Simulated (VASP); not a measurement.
Set up this calculation in VASP 6.6.1, as the native input.

- Task: relaxation of cell and atoms
- Functional: PBE
- Dispersion: D3(BJ)
- Potentials or basis: VASP PAW PBE potentials, release 64 (B, N)
- Cutoff: 600 eV
- k mesh: 12 × 12 × 8
- Occupations: fermi-dirac, width 0.02 eV
- Spin: no spin polarisation
- Dipole correction: no
- Further INCAR settings: ALGO = Normal; EDIFF = 1e-07; IBRION = 2; EDIFFG = -0.005; NSW = 80; ISIF = 3

The structure of BN lies in POSCAR:

```
BN
1.0
    2.5080409239      0.0000000000      0.0000000000
   -1.2467107647      2.1762310413      0.0000000000
   -0.6306650796     -1.0881155206      3.0225400000
B N
1 1
Direct
    0.9796430000      0.9834990000      0.0018060000
    0.6685060000      0.3323850000      0.9849990000
```

The input as run:

INCAR

```
SYSTEM = BN
PREC     = Accurate       ! precision mode
ENCUT    = 600            ! plane-wave cutoff, eV
EDIFF    = 1E-7           ! SCF threshold, eV
ISMEAR   = -1             ! smearing method
SIGMA    = 0.02           ! smearing width, eV
LREAL    = .FALSE.        ! projectors in reciprocal space
LASPH    = .TRUE.         ! aspherical terms in the spheres
NELM     = 60             ! most SCF steps
ALGO     = Normal         ! electronic algorithm
ISIF     = 3              ! what is computed and relaxed
LWAVE    = .FALSE.        ! write WAVECAR
LCHARG   = .FALSE.        ! write CHGCAR
GGA      = PE             ! functional
IVDW     = 12             ! dispersion correction
IBRION   = 2              ! ionic algorithm
NSW      = 80             ! ionic steps
EDIFFG   = -0.005         ! ionic threshold
```

KPOINTS

```
Automatic mesh
0
G
  12 12 8
  0 0 0
```

Potentials or basis: VASP PAW PBE potentials, release 64 (B, N).

Run with:

```bash
$ cat potpaw_PBE.64/B/POTCAR potpaw_PBE.64/N/POTCAR > POTCAR
$ mpirun -np 1 vasp_std > vasp.out
```

It gave:

```
Relaxed volume                        : 9.01 Å³/atom
Relaxed cell                          : a = 2.505 Å, b = 2.505 Å, c = 3.543 Å, α = 100.13°, β = 100.26°, γ = 119.93°
Space group after relaxing (to 0.1 Å) : Fmm2 (No. 42)
Energy gained by relaxing             : 66.0 meV/atom
Ionic steps                           : 35
Pressure after relaxing               : 0.0 GPa
Largest force after relaxing          : 0.003 eV/Å
Band gap on the k mesh                : 3.60 eV (least direct gap 4.53 eV)
Dispersion energy per atom            : -0.141 eV
```

It took 12 min on 1 thread of AMD EPYC 9R45 96-Core Processor (Zen 5), with other jobs on the host, peak memory 0.19 GiB.
